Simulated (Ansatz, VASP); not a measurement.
## One calculation of K, two programs

```
K
1.0
    -2.52473    2.52473    2.52473
     2.52473   -2.52473    2.52473
     2.52473    2.52473   -2.52473
K
1
Cartesian
  0.0000 0.0000 0.0000
```

Alike in both runs: functional LDA; k mesh 12 × 12 × 12; occupations gaussian, width 0.1 eV; no spin polarisation.

Ansatz relaxed the structure, and its values are those at the end. VASP's run is a single point on that final structure, the one shown.

```csv
,VASP,Ansatz
version,VASP 6.6.1,Ansatz 0.2.0
potentials or method,"VASP PAW LDA potentials, release 64 (K_sv), cutoff 520 eV","scalar-relativistic, plane waves, PAW"
valence electrons in the cell,9,9
```

```csv
,VASP,Ansatz,Ansatz less VASP
gap on the k mesh at the Fermi level (eV),none,none,-
pressure (GPa),0.0,0.0,+0.02
```

Ansatz warns that its potentials were made for another functional, while VASP's fit it. LDA's correlation is that of Perdew and Zunger in VASP and of Perdew and Wang (1992) in Ansatz. A gap of «none» marks a metal or a gap that the smearing closes.
